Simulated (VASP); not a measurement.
Here is a VASP 6.6.1 calculation.

INCAR

```
SYSTEM = InP
PREC = Accurate
ENCUT = 520
EDIFF = 1E-8
ISMEAR = 0
SIGMA = 0.01
LREAL = .False.
LASPH = .True.
NELM = 100
ALGO = Normal
ISIF = 2
LWAVE = .False.
LCHARG = .False.
METAGGA = R2SCAN
LMIXTAU = .True.
LCALCEPS = .True.
```

KPOINTS

```
regular mesh
0
Gamma
  6 6 6
  0 0 0
```

File POSCAR:

```
InP
1.0
    0.0000000000      2.8947118821      2.8947118821
    2.8947118821      0.0000000000      2.8947118821
    2.8947118821      2.8947118821      0.0000000000
In P
1 1
Direct
    0.0000000000      0.0000000000      0.0000000000
    0.2500000000      0.2500000000      0.2500000000
```

Potentials or basis: VASP PAW PBE potentials, release 64 (In_d, P).

The run is started by

```sh
$ cat potpaw_PBE.64/In_d/POTCAR potpaw_PBE.64/P/POTCAR > POTCAR
$ mpirun -np 1 vasp_std > vasp.out
```

Question: Estimate the electronic dielectric tensor (diagonal).

Answer: 8.78.

Question: Predict the Born charges (mean of the diagonal).

Answer: In +2.49; P -2.49 e.

Question: Estimate the band gap on the k mesh.

Answer: 1.38 eV.

Born effective charge tensors (e):
atom 1, In
```
2.49 0.00 0.00
0.00 2.49 0.00
0.00 0.00 2.49
```
atom 2, P
```
-2.49  0.00  0.00
 0.00 -2.49  0.00
 0.00  0.00 -2.49
```

Caveat: the cell differs from its parent crystal (strain -2.0%); spin-orbit coupling is left out, which moves the levels of the heavy elements.
